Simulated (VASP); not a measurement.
Crystal: ZrC.

```
Zr C
1.0
     0.00000    2.36500    2.36500
     2.36500    0.00000    2.36500
     2.36500    2.36500    0.00000
Zr C
1 1
Direct
  0.50000 0.50000 0.50000
  0.00000 0.00000 0.00000
```

Base run:

* Program: VASP 6.6.1
* Functional: PBE
* Potentials or basis: VASP PAW PBE potentials, release 64 (Zr_sv, C)
* Cutoff: 520 eV
* k mesh: 12 × 12 × 12
* Occupations: fermi-dirac, width 0.05 eV
* Spin: collinear spin
* Starting moments: [1.2, 0.0] μB
* Fixed moment: 1.2 μB

Its results: pressure 3.4 GPa; site moments Zr +0.41; C +0.31 μB.

Problem. The run is repeated on the same cell with these changes: fixed moment from 1.2 μB to 0.2 μB; moments at the start from [1.2, 0.0] to [0.2, 0.0]. What comes out?

Solution. Pressure -2.6 GPa; site moments Zr +0.04; C +0.08 μB.

Caveats: the total moment is fixed, so each spin has its own Fermi level and the state may be an excited one; the cell stands under pressure (at least some runs).
